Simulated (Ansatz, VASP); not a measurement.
Two plane-wave programs on Ga3Sb

INCAR

```
ALGO     = Fast           # electronic algorithm
EDIFF    = 1E-7           # SCF threshold, eV
ENCUT    = 520            # plane-wave cutoff, eV
GGA      = PE             # functional
ISIF     = 2              # what is computed and relaxed
ISMEAR   = 0              # smearing method
IVDW     = 12             # dispersion correction
LASPH    = T              # aspherical terms in the spheres
LCHARG   = F              # write CHGCAR
LREAL    = F              # projectors in reciprocal space
LWAVE    = F              # write WAVECAR
NBANDS   = 30             # bands
NELM     = 80             # most SCF steps
PREC     = Accurate       # precision mode
SIGMA    = 0.15           # smearing width, eV
```

KPOINTS

```
k-points
0
Gamma
  14 14 14
```

Contents of POSCAR:

```
Ga3Sb
1.0
   -2.3874814450      2.3874814450      3.6628740329
    2.3874814450     -2.3874814450      3.6628740329
    2.3874814450      2.3874814450     -3.6628740329
Ga Sb
3 1
Direct
    0.7500000000      0.2500000000      0.5000000000
    0.2500000000      0.7500000000      0.5000000000
    0.5000000000      0.5000000000      0.0000000000
    0.0000000000      0.0000000000      0.0000000000
```

Input for Ansatz:

```yaml
crystal:
  lattice:
    - [-2.387481445, 2.387481445, 3.6628740329]
    - [2.387481445, -2.387481445, 3.6628740329]
    - [2.387481445, 2.387481445, -3.6628740329]
  atoms:
    - { symbol: Ga, position: [0.75, 0.25, 0.5] }
    - { symbol: Ga, position: [0.25, 0.75, 0.5] }
    - { symbol: Ga, position: [0.5, 0.5, 0.0] }
    - { symbol: Sb, position: [0.0, 0.0, 0.0] }
basis:
  ecutwfc: 420
kpoints:
  mp_grid: { grid: [14, 14, 14] }
hamiltonian:
  xc: pbe
  pseudopotentials: { kind: paw, azcp: { folder: soft_1 } }
  dispersion: d3bj
scf:
  occupations: { method: gaussian, width: 0.15 }
output:
  forces: true
  stress: true
  eigenvalues: true
```

Alike in both runs: task single point; functional PBE; dispersion D3(BJ); k mesh 14 × 14 × 14; occupations gaussian, width 0.15 eV; no spin polarisation.

```csv
,VASP,Ansatz
version,VASP 6.6.1,Ansatz 0.2.0
potentials or method,"VASP PAW PBE potentials, release 64 (Ga_d, Sb), cutoff 520 eV","scalar-relativistic, plane waves, PAW"
valence electrons in the cell,44,54
```

Ansatz gave:

- gap on the k mesh at the Fermi level (eV): none
- pressure (GPa): -0.2
- traceless stress, the component that is largest in VASP (GPa): 0.14

**Question.** Which values does VASP return?

**Answer.** gap on the k mesh at the Fermi level (eV): none; pressure (GPa): -0.2; traceless stress, the component that is largest in VASP (GPa): 0.15.

A gap of «none» marks a metal or a gap that the smearing closes. VASP's potentials hold 44 valence electrons a cell and Ansatz's 54, so a difference there can come from the potentials and not from the codes.

Neither program's run includes spin-orbit coupling.
